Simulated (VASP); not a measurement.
# Ga2O3 (R-3c) in VASP: a series of runs, part 2 of 2

VASP 6.6.1. The steps go on from the part before.

## 3. Single point, PBE (strain +0.025 along x and y, +0.025 along z)

File INCAR:

```
SYSTEM = Ga2O3
ALGO = Normal
EDIFF = 1E-6
ENCUT = 520
GGA = PE
ISIF = 2
ISMEAR = 0
LASPH = .True.
LCHARG = .False.
LREAL = .False.
LWAVE = .False.
NBANDS = 55
NELM = 60
PREC = Accurate
SIGMA = 0.05
```

File KPOINTS:

```
k-points
0
Gamma
  6 6 6
  0 0 0
```

File POSCAR:

```
Ga2O3
1.0
    2.5919426699      1.4964587982      4.6545610942
   -2.5919426699      1.4964587982      4.6545610942
    0.0000000000     -2.9929175964      4.6545610941
Ga O
4 6
Direct
    0.3558687539      0.3558687539      0.3558687539
    0.1441312461      0.1441312461      0.1441312461
    0.6441312461      0.6441312461      0.6441312461
    0.8558687539      0.8558687539      0.8558687539
    0.5531733332      0.9468266668      0.2500000000
    0.2500000000      0.5531733332      0.9468266668
    0.9468266668      0.2500000000      0.5531733332
    0.4468266668      0.0531733332      0.7500000000
    0.7500000000      0.4468266668      0.0531733332
    0.0531733332      0.7500000000      0.4468266668
```

Potentials or basis: VASP PAW PBE potentials, release 64 (Ga_d, O).

Run with:

```sh
$ cat potpaw_PBE.64/Ga_d/POTCAR potpaw_PBE.64/O/POTCAR > POTCAR
$ mpirun -np 1 vasp_std > vasp.out
```

OUTCAR:

```text
SYSTEM = Ga2O3
   EDIFF = 1E-6
   ENCUT = 520
   GGA = PE
   ISIF = 2
   ISMEAR = 0
   LASPH = .True.
   LREAL = .False.
   NELM = 60
   PREC = Accurate

 ion  position               nearest neighbor table
   1  0.356  0.356  0.356-   8 2.00  10 2.00   9 2.00   6 2.16   5 2.16   7 2.16
   2  0.144  0.144  0.144-   8 2.00   9 2.00  10 2.00   7 2.16   5 2.16   6 2.16
   3  0.644  0.644  0.644-   5 2.00   7 2.00   6 2.00   9 2.16   8 2.16  10 2.16
   4  0.856  0.856  0.856-   5 2.00   6 2.00   7 2.00  10 2.16   8 2.16   9 2.16
   5  0.553  0.947  0.250-   3 2.00   4 2.00   1 2.16   2 2.16
   6  0.250  0.553  0.947-   4 2.00   3 2.00   1 2.16   2 2.16
   7  0.947  0.250  0.553-   3 2.00   4 2.00   2 2.16   1 2.16
   8  0.447  0.053  0.750-   1 2.00   2 2.00   3 2.16   4 2.16
   9  0.750  0.447  0.053-   2 2.00   1 2.00   3 2.16   4 2.16
  10  0.053  0.750  0.447-   1 2.00   2 2.00   4 2.16   3 2.16

  LATTYP: Found a trigonal (rhomboedric) cell.
 ALAT       =     5.5337595465
 COS(alpha) =     0.5612266822

  Lattice vectors:

 A1 = (   2.5919426699,   1.4964587982,   4.6545610942)
 A2 = (  -2.5919426699,   1.4964587982,   4.6545610942)
 A3 = (   0.0000000000,  -2.9929175964,   4.6545610941)

Analysis of symmetry for initial positions (statically):
=====================================================================
 Subroutine PRICEL returns:
 Original cell was already a primitive cell.

 Routine SETGRP: Setting up the symmetry group for a
 trigonal (rhombohedral) supercell.

 Subroutine GETGRP returns: Found 12 space group operations
 (whereof  6 operations were pure point group operations)
 out of a pool of 12 trial point group operations.

The static configuration has the point symmetry S_6 .
 The point group associated with its full space group is D_3d.

Analysis of symmetry for dynamics (positions and initial velocities):
=====================================================================
 Subroutine PRICEL returns:
 Original cell was already a primitive cell.

 Routine SETGRP: Setting up the symmetry group for a
 trigonal (rhombohedral) supercell.

 Subroutine GETGRP returns: Found 12 space group operations
 (whereof  6 operations were pure point group operations)
 out of a pool of 12 trial point group operations.

The dynamic configuration has the point symmetry S_6 .
 The point group associated with its full space group is D_3d.

 Subroutine INISYM returns: Found 12 space group operations
 (whereof  6 operations are pure point group operations),
 and found     1 'primitive' translations

----------------------------------------------------------------------------------------

                                     Primitive cell

  volume of cell :     108.3229

  direct lattice vectors                    reciprocal lattice vectors
     2.591942670  1.496458798  4.654561094     0.192905501  0.111374043  0.071614343
    -2.591942670  1.496458798  4.654561094    -0.192905501  0.111374043  0.071614343
     0.000000000 -2.992917596  4.654561094     0.000000000 -0.222748086  0.071614343

  length of vectors
     5.533759546  5.533759546  5.533759546     0.233977187  0.233977187  0.233977187

  position of ions in fractional coordinates (direct lattice)
     0.355868754  0.355868754  0.355868754
[... 76 lines left out ...]
   k-points           NKPTS =     32   k-points in BZ     NKDIM =     32   number of bands    NBANDS=     55
   number of dos      NEDOS =    301   number of ions     NIONS =     10
   total plane-waves  NPLWV =  74088
   dimension x,y,z NGX =    42 NGY =   42 NGZ =   42
   dimension x,y,z NGXF=    84 NGYF=   84 NGZF=   84
   ions per type =               4   6
   NGX,Y,Z   is equivalent  to a cutoff of  12.62, 12.62, 12.62 a.u.
   NGXF,Y,Z  is equivalent  to a cutoff of  25.24, 25.24, 25.24 a.u.
 SYSTEM =  Ga2O3
   PREC   = accura    normal or accurate (medium, high low for compatibility)
   ISTART =      0    job   : 0-new  1-cont  2-samecut
   ICHARG =      2    charge: 1-file 2-atom 10-const
   ISPIN  =      1    spin polarized calculation?
   LNONCOLLINEAR =      F non collinear calculations
   LSORBIT =      F    spin-orbit coupling
   LASPH  =      T    aspherical Exc in radial PAW
   ENCUT  =  520.0 eV  38.22 Ry    6.18 a.u.  10.29 10.29 10.29*2*pi/ulx,y,z
   NELM   =     60;   NELMIN=  2; NELMDL= -5     # of ELM steps
   EDIFF  = 0.1E-05   stopping-criterion for ELM
   LREAL  =      F    real-space projection
   EDIFFG = 0.1E-04   stopping-criterion for IOM
   NSW    =      0    number of steps for IOM
   IBRION =     -1    ionic relax: 0-MD 1-quasi-New 2-CG
   NFREE  =      0    steps in history (QN), initial steepest desc. (CG)
   ISIF   =      2    stress and relaxation
   ISYM   =      2    0-nonsym 1-usesym 2-fastsym
   POTIM  = 0.5000    time-step for ionic-motion
   TEBEG  =    0.0;   TEEND  =   0.0 temperature during run
   PSTRESS=    0.0 pullay stress
   NELECT =      88.0000    total number of electrons
   NUPDOWN=      -1.0000    fix difference up-down
   EMIN   =  10.00;   EMAX   =-10.00  energy-range for DOS
   EFERMI =   0.00;   METHOD = LEGACY
   ISMEAR =     0;   SIGMA  =   0.05  broadening in eV -4-tet -1-fermi 0-gaus
   EFERMI_NEDOS =   21; number of points for ismear=-14 and -15
   IALGO  =     38    algorithm
   IMIX   =      4    mixing-type and parameters
     AMIX     =   0.40;   BMIX     =  1.00
     AMIX_MAG =   1.60;   BMIX_MAG =  1.00
  volume/ion in A,a.u.               =      10.83        73.10
  Fermi-wavevector in a.u.,A,eV,Ry     =   1.527551  2.886653 31.747992  2.333412
  Thomas-Fermi vector in A             =   2.635431
   LORBIT       =      0    0 simple, 1 ext, 2 COOP (PROOUT), +10 PAW based schemes
   GGA     = PE    functional components
   LHFCALC =     F    Hartree Fock is set to
   AEXX    =    0.0000 exact exchange contribution
   IVDW    =     0    specifies the selected vdW correction
   LEPSILON=     F    determine dielectric tensor
   LRPA    =     F    only Hartree local field effects (RPA)
 non-spin polarized calculation
 Gauss-broadening in eV      SIGMA  =   0.05
  energy-cutoff  :      520.00
  volume of cell :      108.32
 maximum number of plane-waves:      2963
 NGX is ok and might be reduce to    42
   NGX = 21   NGY = 21   NGZ = 21

 number of electron      88.0000020 magnetization

 Free energy of the ion-electron system (eV)
  ---------------------------------------------------
  ext. energy  EPLUGINS =         0.00000000
  ---------------------------------------------------
  free energy    TOTEN  =       -59.12096879 eV

  energy without entropy =      -59.12096879  energy(sigma->0) =      -59.12096879

 E-fermi :   3.6260     XC(G=0): -11.5551

 val. band max:        3.3679676676   @ k =  -0.1667   0.1667   0.0000
 cond. band min:       5.0286850384   @ k =   0.0000   0.0000   0.0000
 fundamental gap:      1.6607173708
 Fermi energy:         3.6260330869

 k-point     1 :       0.0000    0.0000    0.0000
  band No.  band energies     occupation
      1     -14.7826      2.00000
      2     -13.1825      2.00000
      3     -13.1825      2.00000
      4     -13.1526      2.00000
      5     -13.1447      2.00000
      6     -13.1447      2.00000
[... 1381 lines left out ...]
     54      14.5621      0.00000
     55      14.8118      0.00000

 [... further k-points ...]

------------------------ aborting loop because EDIFF is reached ----------------------------------------

  FORCE on cell =-STRESS in cart. coord.  units (eV):
  Direction    XX          YY          ZZ          XY          YZ          ZX
  --------------------------------------------------------------------------------------
  -------------------------------------------------------------------------------------
  Total       -8.2152192     -8.2152192     -7.2460000      0.0000000     -0.0000000      0.0000000
  in kB     -121.5093215   -121.5093215   -107.1738354      0.0000000     -0.0000000      0.0000000
  external PRESSURE =    -116.7308261 kB  Pullay stress =       0.0000000 kB

 VOLUME and BASIS-vectors are now :
 -----------------------------------------------------------------------------
  energy-cutoff  :      520.00
  volume of cell :      108.32
      direct lattice vectors                 reciprocal lattice vectors
     2.591942670  1.496458798  4.654561094     0.192905501  0.111374043  0.071614343
    -2.591942670  1.496458798  4.654561094    -0.192905501  0.111374043  0.071614343
     0.000000000 -2.992917596  4.654561094     0.000000000 -0.222748086  0.071614343

 POSITION                                       TOTAL-FORCE (eV/Angst)
 -----------------------------------------------------------------------------------
      0.00000      0.00000      4.96924        -0.000000     -0.000000      0.000934
      0.00000      0.00000      2.01260        -0.000000     -0.000000     -0.000934
      0.00000      0.00000      8.99444        -0.000000     -0.000000     -0.000934
      0.00000      0.00000     11.95108        -0.000000     -0.000000      0.000934
     -1.02033      1.49646      8.14548        -0.012867     -0.000000     -0.000000
     -0.78581     -1.63186      8.14548         0.006434     -0.011143     -0.000000
      1.80613      0.13540      8.14548         0.006434      0.011143      0.000000
      1.02033     -1.49646      5.81820         0.012867     -0.000000      0.000000
      0.78581      1.63186      5.81820        -0.006434      0.011143      0.000000
     -1.80613     -0.13540      5.81820        -0.006434     -0.011143     -0.000000
 -----------------------------------------------------------------------------------
    total drift:                               -0.000000      0.000000     -0.000000

  FREE ENERGIE OF THE ION-ELECTRON SYSTEM (eV)
  ---------------------------------------------------
  free  energy   TOTEN  =       -59.1209687927 eV

  energy  without entropy=      -59.1209687927  energy(sigma->0) =      -59.12096879
```

It took 5.4 min on 1 thread of Intel Xeon 8259CL, shared host; peak memory 0.33 GiB.

Results:

```
Free energy            : -59.1210 eV
Pressure               : -11.7 GPa
Largest force          : 0.013 eV/Å
Band gap on the k mesh : 1.66 eV, indirect (least direct gap 1.86 eV)
```

Forces in eV/Å, atoms in the order of the input:
```
Ga   0.000  0.000  0.001
Ga   0.000  0.000 -0.001
Ga   0.000  0.000 -0.001
Ga   0.000  0.000  0.001
O   -0.013  0.000  0.000
O    0.006 -0.011  0.000
O    0.006  0.011  0.000
O    0.013  0.000  0.000
O   -0.006  0.011  0.000
O   -0.006 -0.011  0.000
```

Stress tensor (GPa, compression positive):
```
-12.15   0.00   0.00
  0.00 -12.15   0.00
  0.00   0.00 -10.72
```

Caveat: the cell differs from its parent crystal (strain +0.025 along x and y, +0.025 along z). A k mesh can miss the band edges.
